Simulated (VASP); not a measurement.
Set up this calculation in VASP 6.6.1, as the native input.

- Task: single point
- Functional: PBE
- Potentials or basis: VASP PAW PBE potentials, release 64 (Al, Zn)
- Cutoff: 520 eV
- k mesh: 4 × 4 × 4
- Occupations: gaussian, width 0.1 eV
- Spin: no spin polarisation
- Dipole correction: no
- Further INCAR settings: ALGO = Normal; EDIFF = 1e-06; NBANDS = 49

The structure of AlZn3 lies in POSCAR:

```
AlZn3
1.0
    5.0402626000      0.0000000000      0.0000000000
    0.0000000000      5.0402626000      0.0000000000
    0.0000000000      0.0000000000      5.0402626000
Al Zn
2 6
Direct
    0.0000000000      0.0000000000      0.0000000000
    0.5000000000      0.5000000000      0.5000000000
    0.2500000000      0.0000000000      0.5000000000
    0.5000000000      0.7500000000      0.0000000000
    0.7500000000      0.0000000000      0.5000000000
    0.5000000000      0.2500000000      0.0000000000
    0.0000000000      0.5000000000      0.7500000000
    0.0000000000      0.5000000000      0.2500000000
```

These files were run (other wordings do the same):

INCAR

```
SYSTEM = AlZn3
PREC     = Accurate       ! precision mode
ENCUT    = 520            ! plane-wave cutoff, eV
EDIFF    = 1E-6           ! SCF threshold, eV
ISMEAR   = 0              ! smearing method
SIGMA    = 0.1            ! smearing width, eV
LREAL    = .FALSE.        ! projectors in reciprocal space
LASPH    = .TRUE.         ! aspherical terms in the spheres
NELM     = 100            ! most SCF steps
ALGO     = Normal         ! electronic algorithm
ISIF     = 2              ! what is computed and relaxed
LWAVE    = .FALSE.        ! write WAVECAR
LCHARG   = .TRUE.         ! write CHGCAR
GGA      = PE             ! functional
LELF     = .TRUE.         ! ELF
LVHAR    = .TRUE.       
NBANDS   = 49             ! bands
```

KPOINTS

```
regular mesh
0
G
  4 4 4
  0 0 0
```

Potentials or basis: VASP PAW PBE potentials, release 64 (Al, Zn).

The run is started by

```bash
$ cat potpaw_PBE.64/Al/POTCAR potpaw_PBE.64/Zn/POTCAR > POTCAR
$ mpirun -np 1 vasp_std > vasp.out
```

It gave:

```
Pressure               : 0.6 GPa
Band gap on the k mesh : zero (band 39 reaches 9.85 eV, above the bottom of band 40 at 2.28 eV)
```

Wall time 32 s on 1 thread of Intel(R) Xeon(R) 6975P-C (Granite Rapids), with other jobs on the host, peak memory 0.26 GiB.
